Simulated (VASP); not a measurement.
# Cl (P1) in VASP: single point with PBEsol

Aim: the single point of Cl with PBEsol.

All numbers are computed with VASP 6.6.1; they aren't measurements. Logs are shortened: lines on timing, memory, paths and dates and some standing lists are left out, and cuts for length are marked.

### 1 The cell of the first run

The typed cell holds 4 atoms: a = 3.686 Å, b = 3.906 Å, c = 8.414 Å, α = 87.41°, β = 90.10°, γ = 73.46°.

### 2 Single point, PBEsol (atoms moved at random and the cell strained at random)

Input file INCAR:

```
SYSTEM = Cl
PREC = Accurate
ENCUT = 500
EDIFF = 1E-6
ISMEAR = 0
SIGMA = 0.02
LREAL = .FALSE.
LASPH = .TRUE.
NELM = 120
ALGO = Normal
ISIF = 2
LWAVE = .FALSE.
LCHARG = .TRUE.
GGA = PS
LELF = .TRUE.
LVHAR = .TRUE.
NBANDS = 22
GGA_COMPAT = .FALSE.
```

Input file KPOINTS:

```
Automatic mesh
0
G
  8 8 4
  0 0 0
```

Input file POSCAR:

```
Cl
1.0
    2.9740200000     -2.1769312000     -0.0029592000
    3.1084200000      2.3641312000      0.0877608000
    0.1122534000      0.1672650000      8.4114058000
Cl
4
Direct
    0.1205430403      0.8760787546      0.0988983051
    0.6284684066      0.3692719780      0.4001900726
    0.8813754006      0.1219066506      0.9003656174
    0.3696131525      0.6327426168      0.6005460048
```

Potentials or basis: VASP PAW PBE potentials, release 64 (Cl).

The run is started by

```
$ cat potpaw_PBE.64/Cl/POTCAR > POTCAR
$ mpirun -np 1 vasp_std > vasp.out
```

OUTCAR:

```text
SYSTEM = Cl
   PREC = Accurate
   ENCUT = 500
   EDIFF = 1E-6
   ISMEAR = 0
   LREAL = .FALSE.
   LASPH = .TRUE.
   NELM = 120
   ISIF = 2
   GGA = PS

 ion  position               nearest neighbor table
   1  0.121  0.876  0.099-   3 1.96
   2  0.628  0.369  0.400-   4 2.10
   3  0.881  0.122  0.900-   1 1.96
   4  0.370  0.633  0.601-   2 2.10

  LATTYP: Found a triclinic cell.
 ALAT       =     4.5439565578
 B/A-ratio  =     0.8111048511
 C/A-ratio  =     1.8516500880
 COS(alpha) =     0.0017791440
 COS(beta)  =     0.0402210067
 COS(gamma) =     0.5664273520

  Lattice vectors:

 A1 = (   0.1344000000,   4.5410624000,   0.0907200000)
 A2 = (  -2.9740200000,   2.1769312000,   0.0029592000)
 A3 = (   0.1122534000,   0.1672650000,   8.4114058000)

Analysis of symmetry for initial positions (statically):
=====================================================================
 Subroutine PRICEL returns:
 Original cell was already a primitive cell.

 Routine SETGRP: Setting up the symmetry group for a
 triclinic supercell.

 Subroutine GETGRP returns: Found  1 space group operations
 (whereof  1 operations were pure point group operations)
 out of a pool of  2 trial point group operations.

The static configuration has the point symmetry C_1 .

Analysis of symmetry for dynamics (positions and initial velocities):
=====================================================================
 Subroutine PRICEL returns:
 Original cell was already a primitive cell.

 Routine SETGRP: Setting up the symmetry group for a
 triclinic supercell.

 Subroutine GETGRP returns: Found  1 space group operations
 (whereof  1 operations were pure point group operations)
 out of a pool of  2 trial point group operations.

The dynamic configuration has the point symmetry C_1 .

 Subroutine INISYM returns: Found  1 space group operations
 (whereof  1 operations are pure point group operations),
 and found     1 'primitive' translations

----------------------------------------------------------------------------------------

                                     Primitive cell

  volume of cell :     115.9930

  direct lattice vectors                    reciprocal lattice vectors
     2.974020000 -2.176931200 -0.002959200     0.171312022 -0.225326880  0.002194514
     3.108420000  2.364131200  0.087760800     0.157859215  0.215668454 -0.006395366
     0.112253400  0.167265000  8.411405800    -0.001586763 -0.002329459  0.118953690

  length of vectors
     3.685625207  3.906288928  8.413817560     0.283063292  0.267344936  0.118987077

  position of ions in fractional coordinates (direct lattice)
     0.120543040  0.876078755  0.098898305
     0.628468407  0.369271978  0.400190073
     0.881375401  0.121906651  0.900365617
     0.369613153  0.632742617  0.600546005

  ion indices of the primitive-cell ions
   primitive index   ion index
                 1           1
                 2           2
                 3           3
                 4           4

----------------------------------------------------------------------------------------

 KPOINTS: Automatic mesh

Automatic generation of k-mesh.
 Grid dimensions read from file:
 generate k-points for:    8    8    4

 Generating k-lattice:

  Cartesian coordinates                     Fractional coordinates (reciprocal lattice)
     0.021414003 -0.028165860  0.000274314     0.125000000 -0.000000000 -0.000000000
     0.019732402  0.026958557 -0.000799421    -0.000000000  0.125000000 -0.000000000
    -0.000396691 -0.000582365  0.029738422     0.000000000 -0.000000000  0.250000000

  Length of vectors
     0.035382912  0.033418117  0.029746769

  Shift w.r.t. Gamma in fractional coordinates (k-lattice)
     0.000000000  0.000000000  0.000000000

 Subroutine IBZKPT returns following result:
 ===========================================

 Found    132 irreducible k-points:

 Following reciprocal coordinates:
            Coordinates               Weight
  0.000000  0.000000  0.000000      1.000000
  0.125000  0.000000  0.000000      2.000000
  0.250000  0.000000  0.000000      2.000000
  0.375000 -0.000000 -0.000000      2.000000
  0.500000  0.000000  0.000000      1.000000
 -0.000000  0.125000  0.000000      2.000000
[... 16 lines left out ...]
  0.125000  0.375000  0.000000      2.000000
  0.250000  0.375000 -0.000000      2.000000
 [... further k-points ...]
   k-points           NKPTS =    132   k-points in BZ     NKDIM =    132   number of bands    NBANDS=     22
   number of dos      NEDOS =    301   number of ions     NIONS =      4
   total plane-waves  NPLWV =  50176
   dimension x,y,z NGX =    28 NGY =   28 NGZ =   64
   dimension x,y,z NGXF=    56 NGYF=   56 NGZF=  128
   ions per type =               4
   NGX,Y,Z   is equivalent  to a cutoff of  12.63, 11.92, 12.65 a.u.
   NGXF,Y,Z  is equivalent  to a cutoff of  25.26, 23.83, 25.29 a.u.
 SYSTEM =  Cl
   PREC   = accura    normal or accurate (medium, high low for compatibility)
   ISTART =      0    job   : 0-new  1-cont  2-samecut
   ICHARG =      2    charge: 1-file 2-atom 10-const
   ISPIN  =      1    spin polarized calculation?
   LNONCOLLINEAR =      F non collinear calculations
   LSORBIT =      F    spin-orbit coupling
   LASPH  =      T    aspherical Exc in radial PAW
   ENCUT  =  500.0 eV  36.75 Ry    6.06 a.u.   6.72  7.12 15.34*2*pi/ulx,y,z
   NELM   =    120;   NELMIN=  2; NELMDL= -5     # of ELM steps
   EDIFF  = 0.1E-05   stopping-criterion for ELM
   LREAL  =      F    real-space projection
   EDIFFG = 0.1E-04   stopping-criterion for IOM
   NSW    =      0    number of steps for IOM
   IBRION =     -1    ionic relax: 0-MD 1-quasi-New 2-CG
   NFREE  =      0    steps in history (QN), initial steepest desc. (CG)
   ISIF   =      2    stress and relaxation
   ISYM   =      2    0-nonsym 1-usesym 2-fastsym
   POTIM  = 0.5000    time-step for ionic-motion
   TEBEG  =    0.0;   TEEND  =   0.0 temperature during run
   PSTRESS=    0.0 pullay stress
   NELECT =      28.0000    total number of electrons
   NUPDOWN=      -1.0000    fix difference up-down
   EMIN   =  10.00;   EMAX   =-10.00  energy-range for DOS
   EFERMI =   0.00;   METHOD = LEGACY
   ISMEAR =     0;   SIGMA  =   0.02  broadening in eV -4-tet -1-fermi 0-gaus
   EFERMI_NEDOS =   21; number of points for ismear=-14 and -15
   IALGO  =     38    algorithm
   IMIX   =      4    mixing-type and parameters
     AMIX     =   0.40;   BMIX     =  1.00
     AMIX_MAG =   1.60;   BMIX_MAG =  1.00
  volume/ion in A,a.u.               =      29.00       195.69
  Fermi-wavevector in a.u.,A,eV,Ry     =   1.019335  1.926264 14.137052  1.039044
  Thomas-Fermi vector in A             =   2.152843
   LORBIT       =      0    0 simple, 1 ext, 2 COOP (PROOUT), +10 PAW based schemes
   GGA     = PS    functional components
   LHFCALC =     F    Hartree Fock is set to
   AEXX    =    0.0000 exact exchange contribution
   IVDW    =     0    specifies the selected vdW correction
   LEPSILON=     F    determine dielectric tensor
   LRPA    =     F    only Hartree local field effects (RPA)
 non-spin polarized calculation
 Gauss-broadening in eV      SIGMA  =   0.02
  energy-cutoff  :      500.00
  volume of cell :      115.99
 maximum number of plane-waves:      2968
   NGX = 13   NGY = 15   NGZ = 31

 number of electron      27.9999998 magnetization

 Free energy of the ion-electron system (eV)
  ---------------------------------------------------
  ext. energy  EPLUGINS =         0.00000000
  ---------------------------------------------------
  free energy    TOTEN  =        -7.84340776 eV

  energy without entropy =       -7.84340776  energy(sigma->0) =       -7.84340776

 E-fermi :  -0.4557     XC(G=0):  -7.9364

 val. band max:       -0.5627503508   @ k =  -0.0000   0.5000   0.5000
 cond. band min:       1.3902141728   @ k =   0.5000   0.5000   0.5000
 fundamental gap:      1.9529645236
 Fermi energy:        -0.4556554606

 k-point     1 :       0.0000    0.0000    0.0000
  band No.  band energies     occupation
      1     -17.5359      2.00000
      2     -16.5809      2.00000
      3     -13.2537      2.00000
      4     -12.7122      2.00000
      5      -5.9668      2.00000
      6      -5.0327      2.00000
[... 14 lines left out ...]
     21       9.5074      0.00000
     22       9.5947      0.00000

 k-point     2 :       0.1250    0.0000    0.0000
  band No.  band energies     occupation
      1     -17.5103      2.00000
      2     -16.5522      2.00000
      3     -13.2319      2.00000
      4     -12.7253      2.00000
      5      -5.9570      2.00000
      6      -5.0627      2.00000
[... 14 lines left out ...]
     21       9.3956      0.00000
     22       9.9485      0.00000

 k-point     3 :       0.2500    0.0000    0.0000
  band No.  band energies     occupation
      1     -17.4472      2.00000
      2     -16.4809      2.00000
      3     -13.1759      2.00000
      4     -12.7638      2.00000
      5      -5.9267      2.00000
      6      -5.1575      2.00000
[... 14 lines left out ...]
     21       9.3940      0.00000
     22      10.4589      0.00000

 k-point     4 :       0.3750   -0.0000   -0.0000
  band No.  band energies     occupation
      1     -17.3821      2.00000
      2     -16.4067      2.00000
      3     -13.1108      2.00000
      4     -12.8167      2.00000
      5      -5.8652      2.00000
      6      -5.3208      2.00000
[... 14 lines left out ...]
     21       9.8278      0.00000
     22      10.5125      0.00000

 k-point     5 :       0.5000    0.0000    0.0000
  band No.  band energies     occupation
      1     -17.3545      2.00000
      2     -16.3750      2.00000
      3     -13.0774      2.00000
      4     -12.8467      2.00000
      5      -5.8064      2.00000
      6      -5.4401      2.00000
[... 417 lines left out ...]
 k-point    22 :       0.0000    0.3750   -0.0000
  band No.  band energies     occupation
      1     -17.4308      2.00000
      2     -16.4478      2.00000
      3     -13.1665      2.00000
      4     -12.8548      2.00000
      5      -5.8891      2.00000
      6      -5.3716      2.00000
[... 14 lines left out ...]
     21       9.9681      0.00000
     22      10.3553      0.00000

 k-point    23 :       0.1250    0.3750    0.0000
  band No.  band energies     occupation
      1     -17.4226      2.00000
      2     -16.4409      2.00000
      3     -13.1623      2.00000
      4     -12.8000      2.00000
      5      -5.8876      2.00000
      6      -5.2783      2.00000
[... 14 lines left out ...]
     21       9.9192      0.00000
     22      10.0995      0.00000

 k-point    24 :       0.2500    0.3750   -0.0000
  band No.  band energies     occupation
      1     -17.3845      2.00000
      2     -16.4005      2.00000
      3     -13.1306      2.00000
      4     -12.7387      2.00000
      5      -5.8496      2.00000
      6      -5.2167      2.00000
[... 14 lines left out ...]
     21       9.6389      0.00000
     22       9.7934      0.00000

 [... further k-points ...]

------------------------ aborting loop because EDIFF is reached ----------------------------------------

  FORCE on cell =-STRESS in cart. coord.  units (eV):
  Direction    XX          YY          ZZ          XY          YZ          ZX
  --------------------------------------------------------------------------------------
  -------------------------------------------------------------------------------------
  Total        0.2925695     -1.2033992     -2.0722454     -0.2640251     -2.1752038     -0.1811357
  in kB        4.0411780    -16.6222066    -28.6233298     -3.6469032    -30.0454643     -2.5019749
  external PRESSURE =     -13.7347861 kB  Pullay stress =       0.0000000 kB

 VOLUME and BASIS-vectors are now :
 -----------------------------------------------------------------------------
  energy-cutoff  :      500.00
  volume of cell :      115.99
      direct lattice vectors                 reciprocal lattice vectors
     2.974020000 -2.176931200 -0.002959200     0.171312022 -0.225326880  0.002194514
     3.108420000  2.364131200  0.087760800     0.157859215  0.215668454 -0.006395366
     0.112253400  0.167265000  8.411405800    -0.001586763 -0.002329459  0.118953690

 POSITION                                       TOTAL-FORCE (eV/Angst)
 -----------------------------------------------------------------------------------
      3.09282      1.82529      0.90840        -0.000980     -0.274040      0.538964
      3.06185     -0.42819      3.39671         0.079544      0.922024      1.102743
      3.10123     -1.47989      7.58143         0.000891      0.270651     -0.539949
      3.13348      0.79171      5.10587        -0.079456     -0.918635     -1.101758
 -----------------------------------------------------------------------------------
    total drift:                                0.000011     -0.000013      0.000168

  FREE ENERGIE OF THE ION-ELECTRON SYSTEM (eV)
  ---------------------------------------------------
  free  energy   TOTEN  =        -7.8434077603 eV

  energy  without entropy=       -7.8434077603  energy(sigma->0) =       -7.84340776
```

Wall time 86 s (1 thread of Intel Xeon 6975P-C (Granite Rapids), shared host); peak memory 0.34 GiB.

What came out:

| Property | Result |
| --- | --- |
| Free energy | -7.8434 eV |
| Pressure | -1.4 GPa |
| Largest force | 1.440 eV/Å |
| Band gap on the k mesh | 1.95 eV (least direct gap 2.02 eV) |

Forces on the atoms (eV/Å):
```
Cl  -0.001 -0.274  0.539
Cl   0.080  0.922  1.103
Cl   0.001  0.271 -0.540
Cl  -0.079 -0.919 -1.102
```

Stress tensor (GPa, compression positive):
```
 0.40 -0.36 -0.25
-0.36 -1.66 -3.00
-0.25 -3.00 -2.86
```

Caveat: the cell differs from its parent crystal (atoms moved at random and the cell strained at random); this functional lacks dispersion, which holds the molecules together, so the pressure and a relaxed volume are unreliable; the PAW data sets were made with another functional, which shifts forces and pressure a little. A k mesh can miss the band edges.
